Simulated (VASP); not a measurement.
The system is Ti.

```
CELL_PARAMETERS angstrom
4.60000 0.00000 0.00000
-2.30000 3.98372 0.00000
0.00000 0.00000 2.82000
ATOMIC_POSITIONS crystal
Ti 0.00000 0.00000 0.00000
Ti 0.33333 0.66667 0.50000
Ti 0.66667 0.33333 0.50000
```

```yaml
Program: VASP 6.6.1
Task: relaxation of cell and atoms
Functional: PBEsol
Potentials_or_basis: VASP PAW PBE potentials, release 64 (Ti_sv)
Cutoff: 600 eV
k_mesh: 8 × 8 × 11
Occupations: gaussian, width 0.1 eV
Spin: no spin polarisation
```

At the start: pressure -5.1 GPa; volume 17.23 Å³/atom.

Q: Where does the relaxation end?

A: Over 9 steps the energy falls by 13.8 meV/atom and the volume is 16.44 Å³/atom (-4.6 %); space group P6/mmm (No. 191, to 0.05 Å).

Step by step:
| step | energy change (eV) | largest force (eV/Å) | pressure (GPa) | volume (Å³) |
| --- | --- | --- | --- | --- |
| 1 | 0.0000 | 0.0000 | -5.12 | 51.68 |
| 2 | -0.0204 | 0.0000 | 4.23 | 47.67 |
| 3 | -0.0409 | 0.0000 | 0.05 | 49.28 |
| 4 | -0.0409 | 0.0000 | 0.15 | 49.23 |
| 5 | -0.0414 | 0.0000 | 0.12 | 49.25 |
| 6 | -0.0415 | 0.0000 | 0.11 | 49.25 |
| 7 | -0.0414 | 0.0000 | 0.11 | 49.25 |
| 8 | -0.0415 | 0.0000 | 0.10 | 49.25 |
| 9 | -0.0415 | 0.0000 | -0.02 | 49.32 |

Final structure:
```yaml
crystal:
  lattice:
    - [4.51299, 0.00000, 0.00000]
    - [-2.25649, 3.90836, 0.00000]
    - [0.00000, 0.00000, 2.79596]
  atoms:
    - { symbol: Ti, position: [0.00000, 0.00000, 0.00000] }
    - { symbol: Ti, position: [0.33333, 0.66667, 0.50000] }
    - { symbol: Ti, position: [0.66667, 0.33333, 0.50000] }
```

Caveat: the PAW data sets were made with another functional, which shifts forces and pressure a little.
